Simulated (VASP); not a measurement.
# TiC (Fm-3m) in VASP: a series of runs

TiC is run at these levels: LDA; tasks: single point.

Everything below comes from runs of VASP 6.6.1. Logs are shortened: lines on timing, memory, paths and dates and some standing lists are left out, and cuts for length are marked.

## (1) The cell of the first run

It takes space group Fm-3m (No. 225, cubic). Conventional cell: a = 4.261 Å, b = 4.261 Å, c = 4.261 Å, α = 90.00°, β = 90.00°, γ = 90.00°. Ti (site symmetry m-3m) has 6 C at 2.13 Å within 2.8 Å. Within 2.8 Å of C (site symmetry m-3m) lie 6 Ti at 2.13 Å.

## (2) Single point, LDA

The input, INCAR:

```
SYSTEM = TiC
ALGO = Normal ; EDIFF = 1E-6
ENCUT = 520 ; GGA = CA
ISIF = 2 ; ISMEAR = -1
LASPH = .True. ; LCHARG = .False.
LREAL = .False. ; LWAVE = .False.
NBANDS = 15 ; NELM = 100
PREC = Accurate ; SIGMA = 0.15
```

The input, KPOINTS:

```
k-points
0
Gamma
  16 16 16
  0 0 0
```

The input, POSCAR:

```
TiC
1.0
    0.0000000000      2.1305964008      2.1305964008
    2.1305964008      0.0000000000      2.1305964008
    2.1305964008      2.1305964008      0.0000000000
Ti C
1 1
Direct
    0.0000000000      0.0000000000      0.0000000000
    0.5000000000      0.5000000000      0.5000000000
```

Potentials or basis: VASP PAW LDA potentials, release 64 (Ti_sv, C).

Command:

```bash
cat potpaw_LDA.64/Ti_sv/POTCAR potpaw_LDA.64/C/POTCAR > POTCAR
mpirun -np 1 vasp_std > vasp.out
```

OUTCAR:

```text
SYSTEM = TiC
   EDIFF = 1E-6
   ENCUT = 520
   GGA = CA
   ISIF = 2
   ISMEAR = -1
   LASPH = .True.
   LREAL = .False.
   NELM = 100
   PREC = Accurate

 ion  position               nearest neighbor table
   1  0.000  0.000  0.000-   2 2.13   2 2.13   2 2.13   2 2.13   2 2.13   2 2.13
   2  0.500  0.500  0.500-   1 2.13   1 2.13   1 2.13   1 2.13   1 2.13   1 2.13

  LATTYP: Found a face centered cubic cell.
 ALAT       =     4.2611928016

  Lattice vectors:

 A1 = (   0.0000000000,   2.1305964008,   2.1305964008)
 A2 = (   2.1305964008,   0.0000000000,   2.1305964008)
 A3 = (   2.1305964008,   2.1305964008,   0.0000000000)

Analysis of symmetry for initial positions (statically):
=====================================================================
 Subroutine PRICEL returns:
 Original cell was already a primitive cell.

 Routine SETGRP: Setting up the symmetry group for a
 face centered cubic supercell.

 Subroutine GETGRP returns: Found 48 space group operations
 (whereof 48 operations were pure point group operations)
 out of a pool of 48 trial point group operations.

The static configuration has the point symmetry O_h .

Analysis of symmetry for dynamics (positions and initial velocities):
=====================================================================
 Subroutine PRICEL returns:
 Original cell was already a primitive cell.

 Routine SETGRP: Setting up the symmetry group for a
 face centered cubic supercell.

 Subroutine GETGRP returns: Found 48 space group operations
 (whereof 48 operations were pure point group operations)
 out of a pool of 48 trial point group operations.

The dynamic configuration has the point symmetry O_h .

 Subroutine INISYM returns: Found 48 space group operations
 (whereof 48 operations are pure point group operations),
 and found     1 'primitive' translations

----------------------------------------------------------------------------------------

                                     Primitive cell

  volume of cell :      19.3434

  direct lattice vectors                    reciprocal lattice vectors
     0.000000000  2.130596401  2.130596401    -0.234676075  0.234676075  0.234676075
     2.130596401  0.000000000  2.130596401     0.234676075 -0.234676075  0.234676075
     2.130596401  2.130596401  0.000000000     0.234676075  0.234676075 -0.234676075

  length of vectors
     3.013118326  3.013118326  3.013118326     0.406470885  0.406470885  0.406470885

  position of ions in fractional coordinates (direct lattice)
     0.000000000  0.000000000  0.000000000
     0.500000000  0.500000000  0.500000000

  ion indices of the primitive-cell ions
   primitive index   ion index
                 1           1
                 2           2

----------------------------------------------------------------------------------------

 KPOINTS: k-points

Automatic generation of k-mesh.
 Grid dimensions read from file:
 generate k-points for:   16   16   16

 Generating k-lattice:

  Cartesian coordinates                     Fractional coordinates (reciprocal lattice)
    -0.014667255  0.014667255  0.014667255     0.062500000  0.000000000  0.000000000
     0.014667255 -0.014667255  0.014667255     0.000000000  0.062500000  0.000000000
     0.014667255  0.014667255 -0.014667255     0.000000000  0.000000000  0.062500000

  Length of vectors
     0.025404430  0.025404430  0.025404430

  Shift w.r.t. Gamma in fractional coordinates (k-lattice)
     0.000000000  0.000000000  0.000000000

 Subroutine IBZKPT returns following result:
 ===========================================

 Found    145 irreducible k-points:

 Following reciprocal coordinates:
            Coordinates               Weight
  0.000000  0.000000  0.000000      1.000000
  0.062500  0.000000  0.000000      8.000000
  0.125000  0.000000  0.000000      8.000000
  0.187500  0.000000  0.000000      8.000000
  0.250000  0.000000  0.000000      8.000000
  0.312500  0.000000  0.000000      8.000000
[... 16 lines left out ...]
 -0.125000  0.062500  0.000000     24.000000
 -0.062500  0.062500  0.000000     12.000000
 [... further k-points ...]
   k-points           NKPTS =    145   k-points in BZ     NKDIM =    145   number of bands    NBANDS=     15
   number of dos      NEDOS =    301   number of ions     NIONS =      2
   total plane-waves  NPLWV =  13824
   dimension x,y,z NGX =    24 NGY =   24 NGZ =   24
   dimension x,y,z NGXF=    48 NGYF=   48 NGZF=   48
   ions per type =               1   1
   NGX,Y,Z   is equivalent  to a cutoff of  13.24, 13.24, 13.24 a.u.
   NGXF,Y,Z  is equivalent  to a cutoff of  26.48, 26.48, 26.48 a.u.
 SYSTEM =  TiC
   PREC   = accura    normal or accurate (medium, high low for compatibility)
   ISTART =      0    job   : 0-new  1-cont  2-samecut
   ICHARG =      2    charge: 1-file 2-atom 10-const
   ISPIN  =      1    spin polarized calculation?
   LNONCOLLINEAR =      F non collinear calculations
   LSORBIT =      F    spin-orbit coupling
   LASPH  =      T    aspherical Exc in radial PAW
   ENCUT  =  520.0 eV  38.22 Ry    6.18 a.u.   5.60  5.60  5.60*2*pi/ulx,y,z
   NELM   =    100;   NELMIN=  2; NELMDL= -5     # of ELM steps
   EDIFF  = 0.1E-05   stopping-criterion for ELM
   LREAL  =      F    real-space projection
   EDIFFG = 0.1E-04   stopping-criterion for IOM
   NSW    =      0    number of steps for IOM
   IBRION =     -1    ionic relax: 0-MD 1-quasi-New 2-CG
   NFREE  =      0    steps in history (QN), initial steepest desc. (CG)
   ISIF   =      2    stress and relaxation
   ISYM   =      2    0-nonsym 1-usesym 2-fastsym
   POTIM  = 0.5000    time-step for ionic-motion
   TEBEG  =    0.0;   TEEND  =   0.0 temperature during run
   PSTRESS=    0.0 pullay stress
   NELECT =      16.0000    total number of electrons
   NUPDOWN=      -1.0000    fix difference up-down
   EMIN   =  10.00;   EMAX   =-10.00  energy-range for DOS
   EFERMI =   0.00;   METHOD = LEGACY
   ISMEAR =    -1;   SIGMA  =   0.15  broadening in eV -4-tet -1-fermi 0-gaus
   EFERMI_NEDOS =   21; number of points for ismear=-14 and -15
   IALGO  =     38    algorithm
   IMIX   =      4    mixing-type and parameters
     AMIX     =   0.40;   BMIX     =  1.00
     AMIX_MAG =   1.60;   BMIX_MAG =  1.00
  volume/ion in A,a.u.               =       9.67        65.27
  Fermi-wavevector in a.u.,A,eV,Ry     =   1.536751  2.904039 32.131588  2.361605
  Thomas-Fermi vector in A             =   2.643356
   LORBIT       =      0    0 simple, 1 ext, 2 COOP (PROOUT), +10 PAW based schemes
   GGA     = CA    functional components
   LHFCALC =     F    Hartree Fock is set to
   AEXX    =    0.0000 exact exchange contribution
   IVDW    =     0    specifies the selected vdW correction
   LEPSILON=     F    determine dielectric tensor
   LRPA    =     F    only Hartree local field effects (RPA)
 non-spin polarized calculation
  energy-cutoff  :      520.00
  volume of cell :       19.34
 maximum number of plane-waves:       544
   NGX = 11   NGY = 11   NGZ = 11

 number of electron      16.0000003 magnetization

 Free energy of the ion-electron system (eV)
  ---------------------------------------------------
  ext. energy  EPLUGINS =         0.00000000
  ---------------------------------------------------
  free energy    TOTEN  =       -20.55024164 eV

  energy without entropy =      -20.52573547  energy(sigma->0) =      -20.53798856

 E-fermi :   9.8092     XC(G=0): -13.2305

 val. band max:        9.7920823368   @ k =   0.1250   0.0625   0.0000
 cond. band min:       9.8593885868   @ k =   0.5000   0.5000   0.0000
 fundamental gap:      0.0673062499
 Fermi energy:         9.8091825162

 k-point     1 :       0.0000    0.0000    0.0000
  band No.  band energies     occupation
      1     -45.9134      2.00000
      2     -22.2898      2.00000
      3     -22.2898      2.00000
      4     -22.2898      2.00000
      5      -2.6094      2.00000
      6      10.4723      0.02376
      7      10.4723      0.02376
      8      10.4723      0.02376
      9      11.5738      0.00002
     10      11.5738      0.00002
     11      11.5738      0.00002
     12      11.6433      0.00001
     13      11.6433      0.00001
     14      21.1679      0.00000
     15      24.0688      0.00000

 k-point     2 :       0.0625    0.0000    0.0000
  band No.  band energies     occupation
      1     -45.9097      2.00000
      2     -22.3144      2.00000
      3     -22.2920      2.00000
      4     -22.2920      2.00000
      5      -2.5144      2.00000
      6      10.0263      0.38089
      7      10.2847      0.08062
      8      10.2847      0.08062
      9      10.8735      0.00166
     10      10.8735      0.00166
     11      11.8217      0.00000
     12      12.6702      0.00000
     13      12.6702      0.00000
     14      21.3155      0.00000
     15      24.1333      0.00000

 k-point     3 :       0.1250    0.0000    0.0000
  band No.  band energies     occupation
      1     -45.8993      2.00000
      2     -22.3838      2.00000
      3     -22.2984      2.00000
      4     -22.2984      2.00000
      5      -2.2359      2.00000
      6       9.1378      1.97750
      7       9.5055      1.76676
      8       9.5055      1.76676
      9      10.9347      0.00110
     10      10.9347      0.00110
     11      12.1772      0.00000
     12      13.7930      0.00000
     13      13.7930      0.00000
     14      21.6668      0.00000
     15      24.2325      0.00000

 k-point     4 :       0.1875    0.0000    0.0000
  band No.  band energies     occupation
      1     -45.8837      2.00000
      2     -22.4863      2.00000
      3     -22.3079      2.00000
      4     -22.3079      2.00000
      5      -1.7920      2.00000
      6       8.0983      1.99998
      7       8.7101      1.99869
      8       8.7101      1.99869
      9      11.2372      0.00015
     10      11.2372      0.00015
     11      12.4919      0.00000
     12      14.9184      0.00000
     13      14.9184      0.00000
     14      21.8913      0.00000
     15      24.3273      0.00000
[... 307 lines left out ...]
 k-point    22 :      -0.1875    0.0625    0.0000
  band No.  band energies     occupation
      1     -45.8751      2.00000
      2     -22.5291      2.00000
      3     -22.3358      2.00000
      4     -22.3032      2.00000
      5      -1.5445      2.00000
      6       7.6284      2.00000
      7       8.2631      1.99993
      8       8.5294      1.99961
      9      11.1427      0.00028
     10      11.6914      0.00001
     11      12.7690      0.00000
     12      14.6743      0.00000
     13      15.9018      0.00000
     14      21.9781      0.00000
     15      24.3586      0.00000

 k-point    23 :      -0.1250    0.0625    0.0000
  band No.  band energies     occupation
      1     -45.8917      2.00000
      2     -22.4240      2.00000
      3     -22.3212      2.00000
      4     -22.2950      2.00000
      5      -2.0287      2.00000
      6       8.6538      1.99910
      7       8.9767      1.99225
      8       9.1682      1.97251
      9      10.8046      0.00262
     10      11.4210      0.00004
     11      12.4989      0.00000
     12      13.6496      0.00000
     13      14.8171      0.00000
     14      21.9006      0.00000
     15      24.2605      0.00000

 k-point    24 :      -0.0625    0.0625    0.0000
  band No.  band energies     occupation
      1     -45.9038      2.00000
      2     -22.3482      2.00000
      3     -22.3058      2.00000
      4     -22.2911      2.00000
      5      -2.3593      2.00000
      6       9.5762      1.65072
      7       9.7369      1.23645
      8       9.7846      1.08172
      9      10.5912      0.01083
     10      11.2470      0.00014
     11      12.1787      0.00000
     12      12.8152      0.00000
     13      13.7130      0.00000
     14      21.5415      0.00000
     15      24.2105      0.00000

 [... further k-points ...]
[... 5 lines left out ...]
  --------------------------------------------------------------------------------------
  -------------------------------------------------------------------------------------
  Total        0.0857822      0.0857822      0.0857822     -0.0000000      0.0000000     -0.0000000
  in kB        7.1051694      7.1051694      7.1051694     -0.0000000      0.0000000     -0.0000000
  external PRESSURE =       7.1051694 kB  Pullay stress =       0.0000000 kB

 VOLUME and BASIS-vectors are now :
 -----------------------------------------------------------------------------
  energy-cutoff  :      520.00
  volume of cell :       19.34
      direct lattice vectors                 reciprocal lattice vectors
     0.000000000  2.130596401  2.130596401    -0.234676075  0.234676075  0.234676075
     2.130596401  0.000000000  2.130596401     0.234676075 -0.234676075  0.234676075
     2.130596401  2.130596401  0.000000000     0.234676075  0.234676075 -0.234676075

 POSITION                                       TOTAL-FORCE (eV/Angst)
 -----------------------------------------------------------------------------------
      0.00000      0.00000      0.00000         0.000000      0.000000      0.000000
      2.13060      2.13060      2.13060        -0.000000     -0.000000     -0.000000
 -----------------------------------------------------------------------------------
    total drift:                                0.000000     -0.000000     -0.000000

  FREE ENERGIE OF THE ION-ELECTRON SYSTEM (eV)
  ---------------------------------------------------
  free  energy   TOTEN  =       -20.5502416421 eV

  energy  without entropy=      -20.5257354724  energy(sigma->0) =      -20.53798856
```

It took 13 s on 1 thread of Intel Xeon 6975P-C (Granite Rapids), shared host; peak memory 0.15 GiB.

Results:

* Free energy: -20.5502 eV
* Pressure: 0.7 GPa
* Band gap on the k mesh: zero (band 8 reaches 10.47 eV, above the bottom of band 9 at 9.40 eV)

## (3) Single point, LDA (volume scaled by 1.02)

The input, INCAR:

```
ALGO = Normal ; EDIFF = 1E-7
ENCUT = 520 ; ISIF = 2
ISMEAR = -1 ; LASPH = True
LCHARG = False ; LREAL = False
LWAVE = False ; NBANDS = 15
NELM = 100 ; PREC = Accurate
SIGMA = 0.15
```

The input, KPOINTS:

```
k-points
0
Gamma
  16 16 16
```

The input, POSCAR:

```
TiC
1.0
    0.0000000000      2.1447067219      2.1447067219
    2.1447067219      0.0000000000      2.1447067219
    2.1447067219      2.1447067219      0.0000000000
Ti C
1 1
Direct
    0.0000000000      0.0000000000      0.0000000000
    0.5000000000      0.5000000000      0.5000000000
```

Potentials or basis: VASP PAW LDA potentials, release 64 (Ti_sv, C).

Command:

```bash
cat potpaw_LDA.64/Ti_sv/POTCAR potpaw_LDA.64/C/POTCAR > POTCAR
mpirun -np 1 vasp_std > vasp.out
```

OUTCAR:

```text
EDIFF = 1E-7
   ENCUT = 520
   ISIF = 2
   ISMEAR = -1
   LASPH = True
   LREAL = False
   NELM = 100
   PREC = Accurate

 ion  position               nearest neighbor table
   1  0.000  0.000  0.000-   2 2.14   2 2.14   2 2.14   2 2.14   2 2.14   2 2.14
   2  0.500  0.500  0.500-   1 2.14   1 2.14   1 2.14   1 2.14   1 2.14   1 2.14

  LATTYP: Found a face centered cubic cell.
 ALAT       =     4.2894134438

  Lattice vectors:

 A1 = (   0.0000000000,   2.1447067219,   2.1447067219)
 A2 = (   2.1447067219,   0.0000000000,   2.1447067219)
 A3 = (   2.1447067219,   2.1447067219,   0.0000000000)

Analysis of symmetry for initial positions (statically):
[... 607 lines left out ...]
     13      13.3908      0.00000
     14      21.0015      0.00000
     15      23.8653      0.00000

 [... further k-points ...]
[... 5 lines left out ...]
  --------------------------------------------------------------------------------------
  -------------------------------------------------------------------------------------
  Total       -0.5774804     -0.5774804     -0.5774804      0.0000000     -0.0000000      0.0000000
  in kB      -46.8936534    -46.8936534    -46.8936534      0.0000000     -0.0000000      0.0000000
  external PRESSURE =     -46.8936534 kB  Pullay stress =       0.0000000 kB

 VOLUME and BASIS-vectors are now :
 -----------------------------------------------------------------------------
  energy-cutoff  :      520.00
  volume of cell :       19.73
      direct lattice vectors                 reciprocal lattice vectors
     0.000000000  2.144706722  2.144706722    -0.233132108  0.233132108  0.233132108
     2.144706722  0.000000000  2.144706722     0.233132108 -0.233132108  0.233132108
     2.144706722  2.144706722  0.000000000     0.233132108  0.233132108 -0.233132108

 POSITION                                       TOTAL-FORCE (eV/Angst)
 -----------------------------------------------------------------------------------
      0.00000      0.00000      0.00000        -0.000000      0.000000     -0.000000
      2.14471      2.14471      2.14471         0.000000     -0.000000      0.000000
 -----------------------------------------------------------------------------------
    total drift:                                0.000000     -0.000000     -0.000000

  FREE ENERGIE OF THE ION-ELECTRON SYSTEM (eV)
  ---------------------------------------------------
  free  energy   TOTEN  =       -20.5456082672 eV

  energy  without entropy=      -20.5206340701  energy(sigma->0) =      -20.53312117
```

Wall time 14 s (1 thread of Intel Xeon 6975P-C (Granite Rapids), shared host); peak memory 0.15 GiB.

Results:

```
Free energy            : -20.5456 eV
Pressure               : -4.7 GPa
Band gap on the k mesh : zero (band 8 reaches 10.22 eV, above the bottom of band 9 at 9.17 eV)
```
